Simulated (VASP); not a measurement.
# Na2Al2O (P-6m2) in VASP: density of states with PBE

Aim: the density of states of Na2Al2O with PBE.

Everything below comes from runs of VASP 6.6.1. Logs are shortened: lines on timing, memory, paths and dates and some standing lists are left out, and cuts for length are marked.

**1. The cell of the first run**

The structure is hexagonal, space group P-6m2 (No. 187). Conventional cell: a = 4.513 Å, b = 4.513 Å, c = 5.323 Å, α = 90.00°, β = 90.00°, γ = 120.00°. Within 3.0 Å of Na (site symmetry 3m) lie 1 Na at 2.26 Å and 3 O at 2.84 Å. Al (site symmetry -6m2) has 3 Al at 2.61 Å and 6 Na at 3.02 Å within 3.4 Å. Within 3.4 Å of Al (site symmetry -6m2) lie 3 Al at 2.61 Å and 2 O at 2.66 Å and 6 Na at 3.02 Å. O (site symmetry -6m2) has 2 Al at 2.66 Å and 6 Na at 2.84 Å within 3.5 Å.

**2. Density of states, PBE**

POSCAR reads:

```
Na2Al2O
1.0
    4.5127028265      0.0000000000      0.0000000000
   -2.2563514133      3.9081152875      0.0000000000
    0.0000000000      0.0000000000      5.3230576866
Na Al O
2 2 1
Direct
    0.3333333333      0.6666666667      0.2876928678
    0.3333333333      0.6666666667      0.7123071322
    0.6666666667      0.3333333333      0.0000000000
    0.0000000000      0.0000000000      0.0000000000
    0.0000000000      0.0000000000      0.5000000000
```

INCAR.step1 reads:

```
SYSTEM = Na2Al2O
PREC = Accurate
ENCUT = 520
EDIFF = 1E-6
ISMEAR = 0
SIGMA = 0.1
LREAL = .False.
LASPH = .True.
NELM = 100
ALGO = Normal
ISIF = 2
LWAVE = .False.
LCHARG = .True.
GGA = PE
NBANDS = 21
```

KPOINTS.step1 reads:

```
regular mesh
0
Gamma
  12 12 8
  0 0 0
```

INCAR.step2 reads:

```
SYSTEM = Na2Al2O
PREC = Accurate
ENCUT = 520
EDIFF = 1E-6
ISMEAR = -5
SIGMA = 0.1
LREAL = .False.
LASPH = .True.
NELM = 100
ALGO = Normal
ISIF = 2
LWAVE = .False.
LCHARG = .False.
GGA = PE
LORBIT = 10
NEDOS = 1001
ICHARG = 11
```

KPOINTS.step2 reads:

```
regular mesh
0
Gamma
  18 18 12
  0 0 0
```

Potentials or basis: VASP PAW PBE potentials, release 64 (Na_pv, Al, O).

Command:

```bash
> cat potpaw_PBE.64/Na_pv/POTCAR potpaw_PBE.64/Al/POTCAR potpaw_PBE.64/O/POTCAR > POTCAR
> cp INCAR.step1 INCAR
> cp KPOINTS.step1 KPOINTS
> mpirun -np 1 vasp_std > vasp.out
> cp INCAR.step2 INCAR
> cp KPOINTS.step2 KPOINTS
> mpirun -np 1 vasp_std > vasp.out
```

OUTCAR:

```text
SYSTEM = Na2Al2O
   PREC = Accurate
   ENCUT = 520
   EDIFF = 1E-6
   ISMEAR = -5
   LREAL = .False.
   LASPH = .True.
   NELM = 100
   ISIF = 2
   GGA = PE
   LORBIT = 10
   ICHARG = 11

 ion  position               nearest neighbor table
   1  0.333  0.667  0.288-   2 2.26   3 3.02   3 3.02   4 3.02   4 3.02   4 3.02   3 3.02
   2  0.333  0.667  0.712-   1 2.26   3 3.02   3 3.02   4 3.02   4 3.02   4 3.02   3 3.02
   3  0.667  0.333  0.000-   4 2.61   4 2.61   4 2.61   2 3.02   1 3.02   2 3.02   1 3.02   1 3.02
                             2 3.02
   4  0.000  0.000  0.000-   3 2.61   3 2.61   3 2.61   5 2.66   5 2.66   1 3.02   2 3.02   1 3.02
                             2 3.02   1 3.02   2 3.02
   5  0.000  0.000  0.500-   4 2.66   4 2.66

  LATTYP: Found a hexagonal cell.
 ALAT       =     4.5127028265
 C/A-ratio  =     1.1795719531

  Lattice vectors:

 A1 = (   4.5127028265,   0.0000000000,   0.0000000000)
 A2 = (  -2.2563514133,   3.9081152875,   0.0000000000)
 A3 = (   0.0000000000,   0.0000000000,   5.3230576866)

Analysis of symmetry for initial positions (statically):
=====================================================================
 Subroutine PRICEL returns:
 Original cell was already a primitive cell.

 Routine SETGRP: Setting up the symmetry group for a
 hexagonal supercell.

 Subroutine GETGRP returns: Found 12 space group operations
 (whereof 12 operations were pure point group operations)
 out of a pool of 24 trial point group operations.

The static configuration has the point symmetry D_3h.

Analysis of symmetry for dynamics (positions and initial velocities):
=====================================================================
 Subroutine PRICEL returns:
 Original cell was already a primitive cell.

 Routine SETGRP: Setting up the symmetry group for a
 hexagonal supercell.

 Subroutine GETGRP returns: Found 12 space group operations
 (whereof 12 operations were pure point group operations)
 out of a pool of 24 trial point group operations.

The dynamic configuration has the point symmetry D_3h.

 Subroutine INISYM returns: Found 12 space group operations
 (whereof 12 operations are pure point group operations),
 and found     1 'primitive' translations

----------------------------------------------------------------------------------------

                                     Primitive cell

  volume of cell :      93.8783

  direct lattice vectors                    reciprocal lattice vectors
     4.512702826  0.000000000  0.000000000     0.221596688  0.127938907  0.000000000
    -2.256351413  3.908115287  0.000000000     0.000000000  0.255877815  0.000000000
     0.000000000  0.000000000  5.323057687     0.000000000  0.000000000  0.187861951

  length of vectors
     4.512702826  4.512702827  5.323057687     0.255877815  0.255877815  0.187861951

  position of ions in fractional coordinates (direct lattice)
     0.333333333  0.666666667  0.287692868
     0.333333333  0.666666667  0.712307132
     0.666666667  0.333333333  0.000000000
     0.000000000  0.000000000  0.000000000
     0.000000000  0.000000000  0.500000000

  ion indices of the primitive-cell ions
   primitive index   ion index
                 1           1
                 2           2
                 3           3
                 4           4
                 5           5

----------------------------------------------------------------------------------------

 KPOINTS: regular mesh

Automatic generation of k-mesh.
 Grid dimensions read from file:
 generate k-points for:   18   18   12

 Generating k-lattice:

  Cartesian coordinates                     Fractional coordinates (reciprocal lattice)
     0.012310927  0.007107717  0.000000000     0.055555556  0.000000000  0.000000000
     0.000000000  0.014215434  0.000000000     0.000000000  0.055555556  0.000000000
     0.000000000  0.000000000  0.015655163     0.000000000  0.000000000  0.083333333

  Length of vectors
     0.014215434  0.014215434  0.015655163

  Shift w.r.t. Gamma in fractional coordinates (k-lattice)
     0.000000000  0.000000000  0.000000000

 TETIRR: Found   3954 inequivalent tetrahedra from    23328

 Subroutine IBZKPT returns following result:
 ===========================================

 Found    259 irreducible k-points:

 Following reciprocal coordinates:
            Coordinates               Weight
  0.000000  0.000000  0.000000      1.000000
  0.055556  0.000000  0.000000      6.000000
  0.111111  0.000000  0.000000      6.000000
  0.166667  0.000000  0.000000      6.000000
  0.222222  0.000000  0.000000      6.000000
  0.277778  0.000000  0.000000      6.000000
[... 16 lines left out ...]
  0.333333  0.111111  0.000000     12.000000
  0.388889  0.111111  0.000000     12.000000
 [... further k-points ...]
   k-points           NKPTS =    259   k-points in BZ     NKDIM =    259   number of bands    NBANDS=     17
   number of dos      NEDOS =   1001   number of ions     NIONS =      5
   total plane-waves  NPLWV =  51840
   dimension x,y,z NGX =    36 NGY =   36 NGZ =   40
   dimension x,y,z NGXF=    72 NGYF=   72 NGZF=   80
   ions per type =               2   2   1
   NGX,Y,Z   is equivalent  to a cutoff of  13.26, 13.26, 12.49 a.u.
   NGXF,Y,Z  is equivalent  to a cutoff of  26.52, 26.52, 24.99 a.u.
 SYSTEM =  Na2Al2O
   PREC   = accura    normal or accurate (medium, high low for compatibility)
   ISTART =      0    job   : 0-new  1-cont  2-samecut
   ICHARG =     11    charge: 1-file 2-atom 10-const
   ISPIN  =      1    spin polarized calculation?
   LNONCOLLINEAR =      F non collinear calculations
   LSORBIT =      F    spin-orbit coupling
   LASPH  =      T    aspherical Exc in radial PAW
   ENCUT  =  520.0 eV  38.22 Ry    6.18 a.u.   8.39  8.39  9.90*2*pi/ulx,y,z
   NELM   =    100;   NELMIN=  2; NELMDL=  0     # of ELM steps
   EDIFF  = 0.1E-05   stopping-criterion for ELM
   LREAL  =      F    real-space projection
   EDIFFG = 0.1E-04   stopping-criterion for IOM
   NSW    =      0    number of steps for IOM
   IBRION =     -1    ionic relax: 0-MD 1-quasi-New 2-CG
   NFREE  =      0    steps in history (QN), initial steepest desc. (CG)
   ISIF   =      2    stress and relaxation
   ISYM   =      2    0-nonsym 1-usesym 2-fastsym
   POTIM  = 0.5000    time-step for ionic-motion
   TEBEG  =    0.0;   TEEND  =   0.0 temperature during run
   PSTRESS=    0.0 pullay stress
   NELECT =      26.0000    total number of electrons
   NUPDOWN=      -1.0000    fix difference up-down
   EMIN   =  10.00;   EMAX   =-10.00  energy-range for DOS
   EFERMI =   0.00;   METHOD = LEGACY
   ISMEAR =    -5;   SIGMA  =   0.10  broadening in eV -4-tet -1-fermi 0-gaus
   EFERMI_NEDOS =   21; number of points for ismear=-14 and -15
   IALGO  =     38    algorithm
   IMIX   =      4    mixing-type and parameters
     AMIX     =   0.40;   BMIX     =  1.00
     AMIX_MAG =   1.60;   BMIX_MAG =  1.00
  volume/ion in A,a.u.               =      18.78       126.70
  Fermi-wavevector in a.u.,A,eV,Ry     =   1.067114  2.016553 15.493396  1.138732
  Thomas-Fermi vector in A             =   2.202720
   LORBIT       =     10    0 simple, 1 ext, 2 COOP (PROOUT), +10 PAW based schemes
   GGA     = PE    functional components
   LHFCALC =     F    Hartree Fock is set to
   AEXX    =    0.0000 exact exchange contribution
   IVDW    =     0    specifies the selected vdW correction
   LEPSILON=     F    determine dielectric tensor
   LRPA    =     F    only Hartree local field effects (RPA)
 non-spin polarized calculation
 Fermi weights with tetrahedron method with Bloechl corrections
  energy-cutoff  :      520.00
  volume of cell :       93.88
 maximum number of plane-waves:      2564
 NGX is ok and might be reduce to    36

 number of electron      25.9999998 magnetization

 Free energy of the ion-electron system (eV)
  ---------------------------------------------------
  ext. energy  EPLUGINS =         0.00000000
  ---------------------------------------------------
  free energy    TOTEN  =       -15.54413834 eV

  energy without entropy =      -15.54413834  energy(sigma->0) =      -15.54413834

 E-fermi :   3.0849     XC(G=0):  -8.6891

 val. band max:        3.0808653383   @ k =   0.0556   0.0556   0.5000
 cond. band min:       3.0599201147   @ k =   0.2778   0.0556   0.5000
 fundamental gap:     -0.0209452236
 Fermi energy:         3.0848935857

 k-point     1 :       0.0000    0.0000    0.0000
  band No.  band energies     occupation
      1     -21.8800      2.00000
      2     -21.4284      2.00000
      3     -21.4284      2.00000
      4     -21.3286      2.00000
      5     -21.3286      2.00000
      6     -21.2128      2.00000
[... 9 lines left out ...]
     16       5.5389      0.00000
     17       5.5389      0.00000

 k-point     2 :       0.0556    0.0000    0.0000
  band No.  band energies     occupation
      1     -21.8799      2.00000
      2     -21.4286      2.00000
      3     -21.4284      2.00000
      4     -21.3287      2.00000
      5     -21.3286      2.00000
      6     -21.2128      2.00000
[... 9 lines left out ...]
     16       5.5398      0.00000
     17       5.6646      0.00000

 k-point     3 :       0.1111    0.0000    0.0000
  band No.  band energies     occupation
      1     -21.8798      2.00000
      2     -21.4293      2.00000
      3     -21.4286      2.00000
      4     -21.3290      2.00000
      5     -21.3287      2.00000
      6     -21.2128      2.00000
[... 9 lines left out ...]
     16       5.6673      0.00000
     17       6.0007      0.00000

 k-point     4 :       0.1667    0.0000    0.0000
  band No.  band energies     occupation
      1     -21.8796      2.00000
      2     -21.4303      2.00000
      3     -21.4288      2.00000
      4     -21.3294      2.00000
      5     -21.3288      2.00000
      6     -21.2127      2.00000
[... 9 lines left out ...]
     16       5.9572      0.00000
     17       6.4808      0.00000

 k-point     5 :       0.2222    0.0000    0.0000
  band No.  band energies     occupation
      1     -21.8793      2.00000
      2     -21.4315      2.00000
      3     -21.4290      2.00000
      4     -21.3300      2.00000
      5     -21.3289      2.00000
      6     -21.2127      2.00000
[... 9 lines left out ...]
     16       6.3060      0.00000
     17       7.0636      0.00000

 k-point     6 :       0.2778    0.0000    0.0000
  band No.  band energies     occupation
      1     -21.8791      2.00000
      2     -21.4328      2.00000
      3     -21.4293      2.00000
      4     -21.3306      2.00000
      5     -21.3291      2.00000
      6     -21.2127      2.00000
[... 9 lines left out ...]
     16       6.6901      0.00000
     17       7.7850      0.00000
[... 281 lines left out ...]
 k-point    21 :       0.2222    0.1111    0.0000
  band No.  band energies     occupation
      1     -21.8790      2.00000
      2     -21.4330      2.00000
      3     -21.4296      2.00000
      4     -21.3307      2.00000
      5     -21.3292      2.00000
      6     -21.2126      2.00000
[... 9 lines left out ...]
     16       6.5631      0.00000
     17       7.3001      0.00000

 k-point    22 :       0.2778    0.1111    0.0000
  band No.  band energies     occupation
      1     -21.8787      2.00000
      2     -21.4340      2.00000
      3     -21.4299      2.00000
      4     -21.3312      2.00000
      5     -21.3294      2.00000
      6     -21.2126      2.00000
[... 9 lines left out ...]
     16       7.0621      0.00000
     17       7.5568      0.00000

 k-point    23 :       0.3333    0.1111    0.0000
  band No.  band energies     occupation
      1     -21.8786      2.00000
      2     -21.4349      2.00000
      3     -21.4302      2.00000
      4     -21.3316      2.00000
      5     -21.3296      2.00000
      6     -21.2126      2.00000
[... 9 lines left out ...]
     16       7.2774      0.00000
     17       7.5192      0.00000

 k-point    24 :       0.3889    0.1111    0.0000
  band No.  band energies     occupation
      1     -21.8784      2.00000
      2     -21.4355      2.00000
      3     -21.4303      2.00000
      4     -21.3318      2.00000
      5     -21.3297      2.00000
      6     -21.2126      2.00000
[... 9 lines left out ...]
     16       7.1092      0.00000
     17       7.9095      0.00000

 [... further k-points ...]
[... 5 lines left out ...]
  --------------------------------------------------------------------------------------
  -------------------------------------------------------------------------------------
  Total       -0.0555305     -0.0555305     -0.0008892      0.0000000     -0.0000000     -0.0000000
  in kB       -0.9477137     -0.9477137     -0.0151756      0.0000000     -0.0000000     -0.0000000
  external PRESSURE =      -0.6368677 kB  Pullay stress =       0.0000000 kB

 VOLUME and BASIS-vectors are now :
 -----------------------------------------------------------------------------
  energy-cutoff  :      520.00
  volume of cell :       93.88
      direct lattice vectors                 reciprocal lattice vectors
     4.512702826  0.000000000  0.000000000     0.221596688  0.127938907  0.000000000
    -2.256351413  3.908115287  0.000000000     0.000000000  0.255877815  0.000000000
     0.000000000  0.000000000  5.323057687     0.000000000  0.000000000  0.187861951

 POSITION                                       TOTAL-FORCE (eV/Angst)
 -----------------------------------------------------------------------------------
     -0.00000      2.60541      1.53141        -0.000000      0.000000     -0.013415
     -0.00000      2.60541      3.79165        -0.000000      0.000000      0.013415
      2.25635      1.30271      0.00000         0.000000      0.000000      0.000000
      0.00000      0.00000      0.00000         0.000000      0.000000      0.000000
      0.00000      0.00000      2.66153         0.000000      0.000000      0.000000
 -----------------------------------------------------------------------------------
    total drift:                                0.005897     -0.003404     -0.000000

  FREE ENERGIE OF THE ION-ELECTRON SYSTEM (eV)
  ---------------------------------------------------
  free  energy   TOTEN  =       -15.5441383377 eV

  energy  without entropy=      -15.5441383377  energy(sigma->0) =      -15.54413834

 total charge

# of ion       s       p       d       tot
------------------------------------------
    1        0.078   5.993   0.000   6.071
    2        0.078   5.993   0.000   6.071
    3        0.478   0.361   0.000   0.839
    4        0.438   0.348   0.000   0.786
    5        1.578   3.207   0.000   4.785
--------------------------------------------------
tot          2.649  15.903   0.000  18.552
```

It took 9.4 min on 1 thread of AMD EPYC 7R13 (Zen 3), shared host; peak memory 0.46 GiB.

What came out:

* Valence electrons inside the program's atomic spheres: Na 6.07; Al 0.84, 0.79; O 4.79

Caveat: tetrahedron occupations give inexact forces and stress in metals.
